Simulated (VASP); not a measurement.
# Au (Fm-3m) in VASP: further runs

The runs below take Au through single point, with HSE06, LDA, B3LYP.

Program: VASP 6.6.1. These are calculated values, not measurements. Logs are shortened: lines on timing, memory, paths and dates and some standing lists are left out, and cuts for length are marked.

## 1. The cell of the first run

Symmetry: Fm-3m, No. 225, cubic system. Conventional cell: a = 4.043 Å, b = 4.043 Å, c = 4.043 Å, α = 90.00°, β = 90.00°, γ = 90.00°. Au (site symmetry m-3m) has 12 Au at 2.86 Å within 3.8 Å.

## 2. Single point, HSE06

File POSCAR:

```
Au
1.0
    0.0000000000      2.0213418704      2.0213418704
    2.0213418704      0.0000000000      2.0213418704
    2.0213418704      2.0213418704      0.0000000000
Au
1
Direct
    0.0000000000      0.0000000000      0.0000000000
```

File INCAR.step1:

```
SYSTEM = Au
ALGO = Normal ; EDIFF = 1E-5
ENCUT = 520 ; GGA = PE
ISIF = 2 ; ISMEAR = -1
LASPH = .TRUE. ; LREAL = .FALSE.
LWAVE = .TRUE. ; NBANDS = 12
NELM = 80 ; PREC = Accurate
SIGMA = 0.05
```

File INCAR.step2:

```
SYSTEM = Au
ALGO = Normal ; EDIFF = 1E-7
ENCUT = 520 ; GGA = PE
HFSCREEN = 0.2079 ; ISIF = 2
ISMEAR = -1 ; ISTART = 1
LASPH = .TRUE. ; LCHARG = .TRUE.
LELF = .TRUE. ; LHFCALC = .TRUE.
LREAL = .FALSE. ; LVHAR = .TRUE.
LWAVE = .FALSE. ; NBANDS = 12
NELM = 80 ; PREC = Accurate
PRECFOCK = Normal ; SIGMA = 0.05
```

File KPOINTS:

```
k-points
0
G
  6 6 6
  0 0 0
```

Potentials or basis: VASP PAW PBE potentials, release 64 (Au).

Started as:

```bash
> cat potpaw_PBE.64/Au/POTCAR > POTCAR
> cp INCAR.step1 INCAR
> mpirun -np 1 vasp_std > vasp.out
> cp INCAR.step2 INCAR
> mpirun -np 1 vasp_std > vasp.out
```

OUTCAR:

```text
SYSTEM = Au
   EDIFF = 1E-7
   ENCUT = 520
   GGA = PE
   HFSCREEN = 0.2079
   ISIF = 2
   ISMEAR = -1
   ISTART = 1
   LASPH = .TRUE.
   LHFCALC = .TRUE.
   LREAL = .FALSE.
   NELM = 80
   PREC = Accurate
   PRECFOCK = Normal

 ion  position               nearest neighbor table
   1  0.000  0.000  0.000-

  LATTYP: Found a face centered cubic cell.
 ALAT       =     4.0426837408

  Lattice vectors:

 A1 = (   0.0000000000,   2.0213418704,   2.0213418704)
 A2 = (   2.0213418704,   0.0000000000,   2.0213418704)
 A3 = (   2.0213418704,   2.0213418704,   0.0000000000)

Analysis of symmetry for initial positions (statically):
=====================================================================
 Subroutine PRICEL returns:
 Original cell was already a primitive cell.

 Routine SETGRP: Setting up the symmetry group for a
 face centered cubic supercell.

 Subroutine GETGRP returns: Found 48 space group operations
 (whereof 48 operations were pure point group operations)
 out of a pool of 48 trial point group operations.

The static configuration has the point symmetry O_h .

Analysis of symmetry for dynamics (positions and initial velocities):
=====================================================================
 Subroutine PRICEL returns:
 Original cell was already a primitive cell.

 Routine SETGRP: Setting up the symmetry group for a
 face centered cubic supercell.

 Subroutine GETGRP returns: Found 48 space group operations
 (whereof 48 operations were pure point group operations)
 out of a pool of 48 trial point group operations.

The dynamic configuration has the point symmetry O_h .

 Subroutine INISYM returns: Found 48 space group operations
 (whereof 48 operations are pure point group operations),
 and found     1 'primitive' translations

----------------------------------------------------------------------------------------

                                     Primitive cell

  volume of cell :      16.5177

  direct lattice vectors                    reciprocal lattice vectors
     0.000000000  2.021341870  2.021341870    -0.247360433  0.247360433  0.247360433
     2.021341870  0.000000000  2.021341870     0.247360433 -0.247360433  0.247360433
     2.021341870  2.021341870  0.000000000     0.247360433  0.247360433 -0.247360433

  length of vectors
     2.858609087  2.858609087  2.858609087     0.428440837  0.428440837  0.428440837

[... 84 lines left out ...]
   ISMEAR =    -1;   SIGMA  =   0.05  broadening in eV -4-tet -1-fermi 0-gaus
   EFERMI_NEDOS =   21; number of points for ismear=-14 and -15
   IALGO  =     38    algorithm
   IMIX   =      1    mixing-type and parameters
     AMIX     =   0.40;   BMIX     =  1.00
     AMIX_MAG =   1.60;   BMIX_MAG =  1.00
  volume/ion in A,a.u.               =      16.52       111.47
  Fermi-wavevector in a.u.,A,eV,Ry     =   1.429627  2.701603 27.808026  2.043832
  Thomas-Fermi vector in A             =   2.549560
   LORBIT       =      0    0 simple, 1 ext, 2 COOP (PROOUT), +10 PAW based schemes
   GGA     = PE    functional components
   LHFCALC =     T    Hartree Fock is set to
   PRECFOCK=normal    Normal, Fast or Accurate (Low or Medium for compatibility)
   ENCUT4O =  -1.0   cutoff for four orbital integrals eV
   NKREDX  =     1    reduce k-point grid by
   NKREDY  =     1    reduce k-point grid by
   NKREDZ  =     1    reduce k-point grid by
   AEXX    =    0.2500 exact exchange contribution
   HFSCREEN=    0.2079 screening length (either q_TF or 0.3 A-1)
   HFSCREENC=   0.2079 screening length for correlation (either q_TF or 0.3 A-1)
   ENCUTFOCK=  -1.0 apply spherical cutoff to Coloumb kernel
   IVDW    =     0    specifies the selected vdW correction
   LEPSILON=     F    determine dielectric tensor
   LRPA    =     F    only Hartree local field effects (RPA)
 non-spin polarized calculation
  energy-cutoff  :      520.00
  volume of cell :       16.52
 maximum number of plane-waves:       459
 NGX is ok and might be reduce to    24
  NGX = 16; NGY = 16; NGZ = 16

 number of electron      10.9999999 magnetization

 Free energy of the ion-electron system (eV)
  ---------------------------------------------------
  ext. energy  EPLUGINS =         0.00000000
  ---------------------------------------------------
  free energy    TOTEN  =        -3.29855432 eV

  energy without entropy =       -3.29112947  energy(sigma->0) =       -3.29484189

 E-fermi :   9.5255     XC(G=0): -10.5120

 val. band max:        9.4997747138   @ k =   0.5000   0.3333   0.1667
 cond. band min:      10.3938412690   @ k =   0.5000   0.1667   0.0000
 fundamental gap:      0.8940665552
 Fermi energy:         9.5255055529

 k-point     1 :       0.0000    0.0000    0.0000
  band No.  band energies     occupation
      1      -1.4873      2.00000
      2       3.7498      2.00000
      3       3.7498      2.00000
      4       3.7498      2.00000
      5       5.4154      2.00000
      6       5.4154      2.00000
      7      25.2439      0.00000
      8      29.6186      0.00000
      9      29.6186      0.00000
     10      29.6186      0.00000
     11      34.5305      0.00000
     12      39.9105      0.00000
[... 211 lines left out ...]
 k-point    16 :      -0.3333    0.5000    0.1667
  band No.  band energies     occupation
      1       1.9327      2.00000
      2       2.2721      2.00000
      3       4.6694      2.00000
      4       5.7823      2.00000
      5       7.2855      2.00000
      6      14.4425      0.00000
      7      15.8566      0.00000
      8      18.8805      0.00000
      9      20.2511      0.00000
     10      32.3583      0.00000
     11      33.0923      0.00000
     12      36.2851      0.00000

------------------------ aborting loop because EDIFF is reached ----------------------------------------

  FORCE on cell =-STRESS in cart. coord.  units (eV):
  Direction    XX          YY          ZZ          XY          YZ          ZX
  --------------------------------------------------------------------------------------
  -------------------------------------------------------------------------------------
  Total        1.2903666      1.2903666      1.2903666      0.0000000     -0.0000000     -0.0000000
  in kB      125.1625419    125.1625419    125.1625419      0.0000000     -0.0000000     -0.0000000
  external PRESSURE =     125.1625419 kB  Pullay stress =       0.0000000 kB

 VOLUME and BASIS-vectors are now :
 -----------------------------------------------------------------------------
  energy-cutoff  :      520.00
  volume of cell :       16.52
      direct lattice vectors                 reciprocal lattice vectors
     0.000000000  2.021341870  2.021341870    -0.247360433  0.247360433  0.247360433
     2.021341870  0.000000000  2.021341870     0.247360433 -0.247360433  0.247360433
     2.021341870  2.021341870  0.000000000     0.247360433  0.247360433 -0.247360433

 POSITION                                       TOTAL-FORCE (eV/Angst)
 -----------------------------------------------------------------------------------
      0.00000      0.00000      0.00000         0.000000      0.000000      0.000000
 -----------------------------------------------------------------------------------
    total drift:                               -0.000002     -0.000002     -0.000002

  FREE ENERGIE OF THE ION-ELECTRON SYSTEM (eV)
  ---------------------------------------------------
  free  energy   TOTEN  =        -3.2985543204 eV

  energy  without entropy=       -3.2911294681  energy(sigma->0) =       -3.29484189
```

OUTCAR.step1:

```text
SYSTEM = Au
   EDIFF = 1E-5
   ENCUT = 520
   GGA = PE
   ISIF = 2
   ISMEAR = -1
   LASPH = .TRUE.
[... 446 lines left out ...]
 -----------------------------------------------------------------------------------
      0.00000      0.00000      0.00000         0.000000      0.000000      0.000000
 -----------------------------------------------------------------------------------
    total drift:                               -0.000000      0.000000      0.000000

  FREE ENERGIE OF THE ION-ELECTRON SYSTEM (eV)
  ---------------------------------------------------
  free  energy   TOTEN  =        -3.0866988885 eV

  energy  without entropy=       -3.0790045675  energy(sigma->0) =       -3.08285173
```

OSZICAR.step1:

```text
N       E                     dE             d eps       ncg     rms          rms(c)
DAV:   1     0.507417464096E+02    0.50742E+02   -0.56096E+03   392   0.818E+02
DAV:   2    -0.266147979008E+01   -0.53403E+02   -0.50475E+02   440   0.189E+02
DAV:   3    -0.334500618243E+01   -0.68353E+00   -0.68310E+00   468   0.206E+01
DAV:   4    -0.334733567269E+01   -0.23295E-02   -0.23294E-02   464   0.138E+00
DAV:   5    -0.334735237422E+01   -0.16702E-04   -0.16702E-04   460   0.112E-01    0.106E+01
DAV:   6    -0.311133825035E+01    0.23601E+00   -0.58102E-01   432   0.626E+00    0.662E+00
DAV:   7    -0.308910070176E+01    0.22238E-01   -0.80045E-02   444   0.233E+00    0.280E+00
DAV:   8    -0.308670713744E+01    0.23936E-02   -0.27581E-03   436   0.455E-01    0.270E-01
DAV:   9    -0.308669392444E+01    0.13213E-04   -0.12070E-05   428   0.315E-02    0.160E-02
DAV:  10    -0.308669888853E+01   -0.49641E-05   -0.21908E-06   264   0.138E-02
   1 F= -.30866989E+01 E0= -.30828517E+01  d E =-.769432E-02
```

Wall time 4.4 min (1 thread of Intel Xeon 6975P-C (Granite Rapids), shared host); peak memory 0.24 GiB.

Results:

* Free energy: -3.2986 eV
* Pressure: 12.5 GPa
* Band gap on the k mesh: zero (an odd number of electrons rules out a gap without spin polarisation)

Caveat: the k points lie up to 0.45 Å⁻¹ apart, too coarse for converged energies and pressures of a metal; the PAW data sets were made with another functional, which shifts forces and pressure a little; spin-orbit coupling is left out, which moves the levels of the heavy elements.

## 3. Single point, HSE06

This run uses another cell than the first one, of 16.85 Å³/atom.

File POSCAR:

```
Au
1.0
    0.0000000000      2.0350000000      2.0350000000
    2.0350000000      0.0000000000      2.0350000000
    2.0350000000      2.0350000000      0.0000000000
Au
1
Direct
    0.0000000000      0.0000000000      0.0000000000
```

File INCAR.step1:

```
SYSTEM = Au
ALGO = Normal
EDIFF = 1E-5
ENCUT = 520
GGA = PE
ISIF = 2
ISMEAR = -1
LASPH = .True.
LCHARG = .False.
LREAL = .False.
LWAVE = .True.
NBANDS = 12
NELM = 80
PREC = Accurate
SIGMA = 0.05
```

File INCAR.step2:

```
SYSTEM = Au
ALGO = Normal
EDIFF = 1E-6
ENCUT = 520
GGA = PE
HFSCREEN = 0.2079
ISIF = 2
ISMEAR = -1
ISTART = 1
LASPH = .True.
LCHARG = .False.
LHFCALC = .True.
LREAL = .False.
LWAVE = .False.
NBANDS = 12
NELM = 80
PREC = Accurate
PRECFOCK = Normal
SIGMA = 0.05
```

File KPOINTS:

```
k-points
0
Gamma
  6 6 6
  0 0 0
```

Potentials or basis: VASP PAW PBE potentials, release 64 (Au).

Started as:

```bash
> cat potpaw_PBE.64/Au/POTCAR > POTCAR
> cp INCAR.step1 INCAR
> mpirun -np 1 vasp_std > vasp.out
> cp INCAR.step2 INCAR
> mpirun -np 1 vasp_std > vasp.out
```

OUTCAR:

```text
SYSTEM = Au
   EDIFF = 1E-6
   ENCUT = 520
   GGA = PE
   HFSCREEN = 0.2079
   ISIF = 2
   ISMEAR = -1
   ISTART = 1
   LASPH = .True.
   LHFCALC = .True.
   LREAL = .False.
   NELM = 80
   PREC = Accurate
   PRECFOCK = Normal

 ion  position               nearest neighbor table
   1  0.000  0.000  0.000-

  LATTYP: Found a face centered cubic cell.
 ALAT       =     4.0700000000

  Lattice vectors:

 A1 = (   0.0000000000,   2.0350000000,   2.0350000000)
 A2 = (   2.0350000000,   0.0000000000,   2.0350000000)
 A3 = (   2.0350000000,   2.0350000000,   0.0000000000)

Analysis of symmetry for initial positions (statically):
=====================================================================
 Subroutine PRICEL returns:
 Original cell was already a primitive cell.

 Routine SETGRP: Setting up the symmetry group for a
 face centered cubic supercell.

 Subroutine GETGRP returns: Found 48 space group operations
 (whereof 48 operations were pure point group operations)
 out of a pool of 48 trial point group operations.

The static configuration has the point symmetry O_h .

Analysis of symmetry for dynamics (positions and initial velocities):
=====================================================================
 Subroutine PRICEL returns:
 Original cell was already a primitive cell.

 Routine SETGRP: Setting up the symmetry group for a
 face centered cubic supercell.

 Subroutine GETGRP returns: Found 48 space group operations
 (whereof 48 operations were pure point group operations)
 out of a pool of 48 trial point group operations.

The dynamic configuration has the point symmetry O_h .

 Subroutine INISYM returns: Found 48 space group operations
 (whereof 48 operations are pure point group operations),
 and found     1 'primitive' translations

----------------------------------------------------------------------------------------
[... 115 lines left out ...]
   HFSCREEN=    0.2079 screening length (either q_TF or 0.3 A-1)
   HFSCREENC=   0.2079 screening length for correlation (either q_TF or 0.3 A-1)
   ENCUTFOCK=  -1.0 apply spherical cutoff to Coloumb kernel
   IVDW    =     0    specifies the selected vdW correction
   LEPSILON=     F    determine dielectric tensor
   LRPA    =     F    only Hartree local field effects (RPA)
 non-spin polarized calculation
  energy-cutoff  :      520.00
  volume of cell :       16.85
 maximum number of plane-waves:       464
 NGX is ok and might be reduce to    24
  NGX = 18; NGY = 18; NGZ = 18

 number of electron      10.9999999 magnetization

 Free energy of the ion-electron system (eV)
  ---------------------------------------------------
  ext. energy  EPLUGINS =         0.00000000
  ---------------------------------------------------
  free energy    TOTEN  =        -3.32082737 eV

  energy without entropy =       -3.31339287  energy(sigma->0) =       -3.31711012

 E-fermi :   9.1642     XC(G=0): -10.4181

 val. band max:        9.1384120040   @ k =   0.5000   0.3333   0.1667
 cond. band min:      10.0471011083   @ k =   0.5000   0.1667   0.0000
 fundamental gap:      0.9086891043
 Fermi energy:         9.1641716382

 k-point     1 :       0.0000    0.0000    0.0000
  band No.  band energies     occupation
      1      -1.5923      2.00000
      2       3.5237      2.00000
      3       3.5237      2.00000
      4       3.5237      2.00000
      5       5.1305      2.00000
      6       5.1305      2.00000
      7      24.9242      0.00000
      8      29.1814      0.00000
      9      29.1814      0.00000
     10      29.1814      0.00000
     11      34.0229      0.00000
     12      39.1628      0.00000
[... 211 lines left out ...]
 k-point    16 :      -0.3333    0.5000    0.1667
  band No.  band energies     occupation
      1       1.7729      2.00000
      2       2.0977      2.00000
      3       4.4249      2.00000
      4       5.4911      2.00000
      5       6.9376      2.00000
      6      14.0586      0.00000
      7      15.3871      0.00000
      8      18.4516      0.00000
      9      19.7793      0.00000
     10      31.7970      0.00000
     11      32.4763      0.00000
     12      35.7735      0.00000

------------------------ aborting loop because EDIFF is reached ----------------------------------------

  FORCE on cell =-STRESS in cart. coord.  units (eV):
  Direction    XX          YY          ZZ          XY          YZ          ZX
  --------------------------------------------------------------------------------------
  -------------------------------------------------------------------------------------
  Total        0.8783961      0.8783961      0.8783961     -0.0000000      0.0000000     -0.0000000
  in kB       83.4983248     83.4983248     83.4983248     -0.0000000      0.0000000     -0.0000000
  external PRESSURE =      83.4983248 kB  Pullay stress =       0.0000000 kB

 VOLUME and BASIS-vectors are now :
 -----------------------------------------------------------------------------
  energy-cutoff  :      520.00
  volume of cell :       16.85
      direct lattice vectors                 reciprocal lattice vectors
     0.000000000  2.035000000  2.035000000    -0.245700246  0.245700246  0.245700246
     2.035000000  0.000000000  2.035000000     0.245700246 -0.245700246  0.245700246
     2.035000000  2.035000000  0.000000000     0.245700246  0.245700246 -0.245700246

 POSITION                                       TOTAL-FORCE (eV/Angst)
 -----------------------------------------------------------------------------------
      0.00000      0.00000      0.00000         0.000000      0.000000      0.000000
 -----------------------------------------------------------------------------------
    total drift:                               -0.000000     -0.000000     -0.000000

  FREE ENERGIE OF THE ION-ELECTRON SYSTEM (eV)
  ---------------------------------------------------
  free  energy   TOTEN  =        -3.3208273700 eV

  energy  without entropy=       -3.3133928734  energy(sigma->0) =       -3.31711012
```

Run time: 5.8 min. Hardware: 1 thread of Intel Xeon 6975P-C (Granite Rapids), shared host; peak memory 0.23 GiB.

What came out:

```
Free energy            : -3.3208 eV
Pressure               : 8.3 GPa
Band gap on the k mesh : zero (an odd number of electrons rules out a gap without spin polarisation)
```

Caveat: the k points lie up to 0.45 Å⁻¹ apart, too coarse for converged energies and pressures of a metal; the PAW data sets were made with another functional, which shifts forces and pressure a little; spin-orbit coupling is left out, which moves the levels of the heavy elements.

[end of part 1 of 2]

The gap in the log of VASP goes by the Fermi energy; the results here count the filled bands.